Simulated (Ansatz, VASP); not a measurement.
# Two plane-wave programs on Ru

```
Ru
1.0
     2.72074    0.00000    0.00000
    -1.36037    2.35623    0.00000
     0.00000    0.00000   20.29610
Ru
3
Direct
  0.00000 0.00000 0.39808
  0.33333 0.66667 0.50000
  0.00000 0.00000 0.60192
```

Alike in both runs: functional PBE; k mesh 14 × 14 × 1; occupations fermi-dirac, width 0.08 eV; no spin polarisation.

Ansatz relaxed the structure, and its values are those at the end. VASP's run is a single point on that final structure, the one shown.

|  | VASP | Ansatz |
| --- | --- | --- |
| version | VASP 6.6.1 | Ansatz 0.2.0 |
| potentials or method | VASP PAW PBE potentials, release 64 (Ru_pv) | PAW with Ansatz's default frozen-core files, scalar-relativistic |
| plane-wave cutoff (eV) | 520 | 420 |
| valence electrons in the cell | 42 | 48 |

Ansatz gave:

| Property | Result |
| --- | --- |
| rms of the force components (eV/Å) | 0.000 |

Question: Which values does VASP return?

Answer: rms of the force components (eV/Å): 0.005.

The functional is the same, so the differences come from potentials, cutoffs and numerics. VASP's potentials hold 42 valence electrons a cell and Ansatz's 48, so a difference there can come from the potentials and not from the codes. Ansatz's warnings: stress scf threshold loose.
